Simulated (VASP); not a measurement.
# CoSn (P6/mmm) in VASP: notebook

The runs below take CoSn through single point, with PBE.

Program: VASP 6.6.1. These are calculated values, not measurements. Logs are shortened: lines on timing, memory, paths and dates and some standing lists are left out, and cuts for length are marked.

### 1 The cell of the first run

Symmetry: P6/mmm, No. 191, hexagonal system. The conventional cell has a = 5.468 Å, b = 5.468 Å, c = 4.367 Å, α = 90.00°, β = 90.00°, γ = 120.00°. Within 3.6 Å of Co (site symmetry mmm) lie 6 Sn at 2.69 to 2.73 Å and 4 Co at 2.73 Å. Sn (site symmetry -6m2) has 6 Co at 2.69 Å and 3 Sn at 3.16 Å within 3.6 Å. Within 3.6 Å of Sn (site symmetry 6/mmm) lie 6 Co at 2.73 Å.

### 2 Single point, PBE (18.84 Å³/atom)

Input file INCAR:

```
  ALGO = Fast
  EDIFF = 1E-7
  ENCUT = 520
  GGA = PE
  ISIF = 2
  ISMEAR = 0
  LASPH = T
  LCHARG = F
  LREAL = F
  LWAVE = F
  NBANDS = 44
  NELM = 100
  PREC = Accurate
  SIGMA = 0.1
```

Input file KPOINTS:

```
k-points
0
Gamma
  12 12 8
```

Input file POSCAR:

```
CoSn
1.0
    5.4675593762      0.0000000000      0.0000000000
   -2.7337796881      4.7350453165      0.0000000000
    0.0000000000      0.0000000000      4.3668418518
Co Sn
3 3
Direct
    0.0000000000      0.5000000000      0.0000000000
    0.5000000000      0.5000000000      0.0000000000
    0.5000000000      0.0000000000      0.0000000000
    0.6666666667      0.3333333333      0.5000000000
    0.3333333333      0.6666666667      0.5000000000
    0.0000000000      0.0000000000      0.0000000000
```

Potentials or basis: VASP PAW PBE potentials, release 64 (Co, Sn_d).

Command:

```console
$ cat potpaw_PBE.64/Co/POTCAR potpaw_PBE.64/Sn_d/POTCAR > POTCAR
$ mpirun -np 1 vasp_std > vasp.out
```

OUTCAR:

```text
EDIFF = 1E-7
   ENCUT = 520
   GGA = PE
   ISIF = 2
   ISMEAR = 0
   LASPH = T
   LREAL = F
   NELM = 100
   PREC = Accurate

 ion  position               nearest neighbor table
   1  0.000  0.500  0.000-   4 2.69   5 2.69   4 2.69   5 2.69   2 2.73   2 2.73   6 2.73   6 2.73
                             3 2.73   3 2.73
   2  0.500  0.500  0.000-   4 2.69   5 2.69   4 2.69   5 2.69   1 2.73   1 2.73   6 2.73   3 2.73
                             3 2.73   6 2.73
   3  0.500  0.000  0.000-   4 2.69   5 2.69   4 2.69   5 2.69   6 2.73   6 2.73   1 2.73   2 2.73
                             2 2.73   1 2.73
   4  0.667  0.333  0.500-   1 2.69   1 2.69   3 2.69   3 2.69   2 2.69   2 2.69   5 3.16   5 3.16
                             5 3.16
   5  0.333  0.667  0.500-   1 2.69   1 2.69   3 2.69   3 2.69   2 2.69   2 2.69   4 3.16   4 3.16
                             4 3.16
   6  0.000  0.000  0.000-   3 2.73   3 2.73   1 2.73   1 2.73   2 2.73   2 2.73

  LATTYP: Found a hexagonal cell.
 ALAT       =     5.4675593762
 C/A-ratio  =     0.7986821087

  Lattice vectors:

 A1 = (   5.4675593762,   0.0000000000,   0.0000000000)
 A2 = (  -2.7337796881,   4.7350453165,   0.0000000000)
 A3 = (   0.0000000000,   0.0000000000,   4.3668418518)

Analysis of symmetry for initial positions (statically):
=====================================================================
 Subroutine PRICEL returns:
 Original cell was already a primitive cell.

 Routine SETGRP: Setting up the symmetry group for a
 hexagonal supercell.

 Subroutine GETGRP returns: Found 24 space group operations
 (whereof 24 operations were pure point group operations)
 out of a pool of 24 trial point group operations.

The static configuration has the point symmetry D_6h.

Analysis of symmetry for dynamics (positions and initial velocities):
=====================================================================
 Subroutine PRICEL returns:
 Original cell was already a primitive cell.

 Routine SETGRP: Setting up the symmetry group for a
 hexagonal supercell.

 Subroutine GETGRP returns: Found 24 space group operations
 (whereof 24 operations were pure point group operations)
 out of a pool of 24 trial point group operations.

The dynamic configuration has the point symmetry D_6h.

 Subroutine INISYM returns: Found 24 space group operations
 (whereof 24 operations are pure point group operations),
 and found     1 'primitive' translations

----------------------------------------------------------------------------------------

                                     Primitive cell

  volume of cell :     113.0538

  direct lattice vectors                    reciprocal lattice vectors
     5.467559376  0.000000000  0.000000000     0.182896962  0.105595610  0.000000000
    -2.733779688  4.735045316  0.000000000     0.000000000  0.211191221  0.000000000
     0.000000000  0.000000000  4.366841852     0.000000000  0.000000000  0.228998446

  length of vectors
     5.467559376  5.467559376  4.366841852     0.211191221  0.211191221  0.228998446

  position of ions in fractional coordinates (direct lattice)
     1.000000000  0.500000000  0.000000000
     0.500000000  0.500000000  0.000000000
     0.500000000  0.000000000  0.000000000
     0.666666667  0.333333333  0.500000000
     0.333333333  0.666666667  0.500000000
     0.000000000  0.000000000  0.000000000

  ion indices of the primitive-cell ions
   primitive index   ion index
                 1           1
                 2           2
                 3           3
                 4           4
                 5           5
                 6           6

----------------------------------------------------------------------------------------

 KPOINTS: k-points

Automatic generation of k-mesh.
 Grid dimensions read from file:
 generate k-points for:   12   12    8

 Generating k-lattice:

  Cartesian coordinates                     Fractional coordinates (reciprocal lattice)
     0.015241414  0.008799634  0.000000000     0.083333333 -0.000000000  0.000000000
     0.000000000  0.017599268  0.000000000     0.000000000  0.083333333  0.000000000
     0.000000000  0.000000000  0.028624806     0.000000000  0.000000000  0.125000000

  Length of vectors
     0.017599268  0.017599268  0.028624806

  Shift w.r.t. Gamma in fractional coordinates (k-lattice)
     0.000000000  0.000000000  0.000000000

 Subroutine IBZKPT returns following result:
 ===========================================

 Found     95 irreducible k-points:

 Following reciprocal coordinates:
            Coordinates               Weight
  0.000000  0.000000  0.000000      1.000000
  0.083333  0.000000  0.000000      6.000000
  0.166667  0.000000  0.000000      6.000000
  0.250000  0.000000  0.000000      6.000000
  0.333333  0.000000  0.000000      6.000000
  0.416667  0.000000  0.000000      6.000000
[... 16 lines left out ...]
  0.250000  0.000000  0.125000     12.000000
  0.333333  0.000000  0.125000     12.000000
 [... further k-points ...]
   k-points           NKPTS =     95   k-points in BZ     NKDIM =     95   number of bands    NBANDS=     44
   number of dos      NEDOS =    301   number of ions     NIONS =      6
   total plane-waves  NPLWV =  56448
   dimension x,y,z NGX =    42 NGY =   42 NGZ =   32
   dimension x,y,z NGXF=    84 NGYF=   84 NGZF=   64
   ions per type =               3   3
   NGX,Y,Z   is equivalent  to a cutoff of  12.77, 12.77, 12.18 a.u.
   NGXF,Y,Z  is equivalent  to a cutoff of  25.54, 25.54, 24.36 a.u.
 SYSTEM =  unknown system
   PREC   = accura    normal or accurate (medium, high low for compatibility)
   ISTART =      0    job   : 0-new  1-cont  2-samecut
   ICHARG =      2    charge: 1-file 2-atom 10-const
   ISPIN  =      1    spin polarized calculation?
   LNONCOLLINEAR =      F non collinear calculations
   LSORBIT =      F    spin-orbit coupling
   LASPH  =      T    aspherical Exc in radial PAW
   ENCUT  =  520.0 eV  38.22 Ry    6.18 a.u.  10.17 10.17  8.12*2*pi/ulx,y,z
   NELM   =    100;   NELMIN=  2; NELMDL= -5     # of ELM steps
   EDIFF  = 0.1E-06   stopping-criterion for ELM
   LREAL  =      F    real-space projection
   EDIFFG = 0.1E-05   stopping-criterion for IOM
   NSW    =      0    number of steps for IOM
   IBRION =     -1    ionic relax: 0-MD 1-quasi-New 2-CG
   NFREE  =      0    steps in history (QN), initial steepest desc. (CG)
   ISIF   =      2    stress and relaxation
   ISYM   =      2    0-nonsym 1-usesym 2-fastsym
   POTIM  = 0.5000    time-step for ionic-motion
   TEBEG  =    0.0;   TEEND  =   0.0 temperature during run
   PSTRESS=    0.0 pullay stress
   NELECT =      69.0000    total number of electrons
   NUPDOWN=      -1.0000    fix difference up-down
   EMIN   =  10.00;   EMAX   =-10.00  energy-range for DOS
   EFERMI =   0.00;   METHOD = LEGACY
   ISMEAR =     0;   SIGMA  =   0.10  broadening in eV -4-tet -1-fermi 0-gaus
   EFERMI_NEDOS =   21; number of points for ismear=-14 and -15
   IALGO  =     68    algorithm
   IMIX   =      4    mixing-type and parameters
     AMIX     =   0.40;   BMIX     =  1.00
     AMIX_MAG =   1.60;   BMIX_MAG =  1.00
  volume/ion in A,a.u.               =      18.84       127.15
  Fermi-wavevector in a.u.,A,eV,Ry     =   1.388661  2.624188 26.237184  1.928379
  Thomas-Fermi vector in A             =   2.512766
   LORBIT       =      0    0 simple, 1 ext, 2 COOP (PROOUT), +10 PAW based schemes
   GGA     = PE    functional components
   LHFCALC =     F    Hartree Fock is set to
   AEXX    =    0.0000 exact exchange contribution
   IVDW    =     0    specifies the selected vdW correction
   LEPSILON=     F    determine dielectric tensor
   LRPA    =     F    only Hartree local field effects (RPA)
 non-spin polarized calculation
 RMM-DIIS sequential band-by-band and
 Gauss-broadening in eV      SIGMA  =   0.10
  energy-cutoff  :      520.00
  volume of cell :      113.05
 maximum number of plane-waves:      3076
 NGX is ok and might be reduce to    42
   NGX = 21   NGY = 21   NGZ = 17

 number of electron      69.0000033 magnetization

 Free energy of the ion-electron system (eV)
  ---------------------------------------------------
  ext. energy  EPLUGINS =         0.00000000
  ---------------------------------------------------
  free energy    TOTEN  =       -32.91875448 eV

  energy without entropy =      -32.90411568  energy(sigma->0) =      -32.91143508

 E-fermi :   8.5080     XC(G=0): -11.2129

 val. band max:        8.4824801533   @ k =   0.3333   0.0000   0.1250
 cond. band min:       8.5151653022   @ k =   0.0833   0.0000   0.5000
 fundamental gap:      0.0326851489
 Fermi energy:         8.5080233510

 k-point     1 :       0.0000    0.0000    0.0000
  band No.  band energies     occupation
      1     -12.9946      2.00000
      2     -12.8910      2.00000
      3     -12.8910      2.00000
      4     -12.8119      2.00000
      5     -12.8119      2.00000
      6     -12.7234      2.00000
[... 36 lines left out ...]
     43      13.7493      0.00000
     44      14.7311      0.00000

 k-point     2 :       0.0833    0.0000    0.0000
  band No.  band energies     occupation
      1     -12.9943      2.00000
      2     -12.8912      2.00000
      3     -12.8910      2.00000
      4     -12.8161      2.00000
      5     -12.8139      2.00000
      6     -12.7298      2.00000
[... 36 lines left out ...]
     43      13.6298      0.00000
     44      13.8257      0.00000

 k-point     3 :       0.1667    0.0000    0.0000
  band No.  band energies     occupation
      1     -12.9936      2.00000
      2     -12.8916      2.00000
      3     -12.8907      2.00000
      4     -12.8260      2.00000
      5     -12.8195      2.00000
      6     -12.7377      2.00000
[... 36 lines left out ...]
     43      13.1616      0.00000
     44      13.4416      0.00000

 k-point     4 :       0.2500    0.0000    0.0000
  band No.  band energies     occupation
      1     -12.9926      2.00000
      2     -12.8922      2.00000
      3     -12.8901      2.00000
      4     -12.8372      2.00000
      5     -12.8272      2.00000
      6     -12.7423      2.00000
[... 882 lines left out ...]
     43      12.9362      0.00000
     44      14.6558      0.00000

 k-point    23 :       0.2500    0.0000    0.1250
  band No.  band energies     occupation
      1     -12.9912      2.00000
      2     -12.8931      2.00000
      3     -12.8911      2.00000
      4     -12.8360      2.00000
      5     -12.8263      2.00000
      6     -12.7414      2.00000
[... 36 lines left out ...]
     43      12.8127      0.00000
     44      14.5864      0.00000

 k-point    24 :       0.3333    0.0000    0.1250
  band No.  band energies     occupation
      1     -12.9903      2.00000
      2     -12.8938      2.00000
      3     -12.8902      2.00000
      4     -12.8453      2.00000
      5     -12.8339      2.00000
      6     -12.7436      2.00000
[... 36 lines left out ...]
     43      13.0113      0.00000
     44      14.3106      0.00000

 [... further k-points ...]
[... 5 lines left out ...]
  --------------------------------------------------------------------------------------
  -------------------------------------------------------------------------------------
  Total       -6.7944949     -6.7944949     -6.8486103      0.0000000      0.0000000      0.0000000
  in kB      -96.2903244    -96.2903244    -97.0572376      0.0000000      0.0000000      0.0000000
  external PRESSURE =     -96.5459621 kB  Pullay stress =       0.0000000 kB

 VOLUME and BASIS-vectors are now :
 -----------------------------------------------------------------------------
  energy-cutoff  :      520.00
  volume of cell :      113.05
      direct lattice vectors                 reciprocal lattice vectors
     5.467559376  0.000000000  0.000000000     0.182896962  0.105595610  0.000000000
    -2.733779688  4.735045316  0.000000000     0.000000000  0.211191221  0.000000000
     0.000000000  0.000000000  4.366841852     0.000000000  0.000000000  0.228998446

 POSITION                                       TOTAL-FORCE (eV/Angst)
 -----------------------------------------------------------------------------------
     -1.36689      2.36752      0.00000        -0.000000      0.000000      0.000000
      1.36689      2.36752      0.00000        -0.000000      0.000000      0.000000
      2.73378      0.00000      0.00000        -0.000000      0.000000      0.000000
      2.73378      1.57835      2.18342         0.000000      0.000000      0.000000
     -0.00000      3.15670      2.18342        -0.000000      0.000000      0.000000
      0.00000      0.00000      0.00000        -0.000000      0.000000      0.000000
 -----------------------------------------------------------------------------------
    total drift:                                0.000000      0.000000     -0.000000

  FREE ENERGIE OF THE ION-ELECTRON SYSTEM (eV)
  ---------------------------------------------------
  free  energy   TOTEN  =       -32.9187544751 eV

  energy  without entropy=      -32.9041156814  energy(sigma->0) =      -32.91143508
```

Wall time 19 min (1 thread of Intel Xeon Platinum 8375C at 2.90GHz (Ice Lake), shared host); peak memory 0.49 GiB.

What came out:

```yaml
Free_energy: -32.9188 eV
Pressure: -9.7 GPa
Band_gap_on_the_k_mesh: zero (an odd number of electrons rules out a gap without spin polarisation)
```

Stress tensor (GPa, compression positive):
```
-9.63  0.00  0.00
 0.00 -9.63  0.00
 0.00  0.00 -9.71
```

Caveat: the cell stands under tension; spin-orbit coupling is left out, which moves the levels of the heavy elements; the run has no spin polarisation, though such a crystal can be magnetic. Spin polarisation is off, so any magnetic state and its effect on volume and gap are missing.

(Part 1 of 3 ends here.)
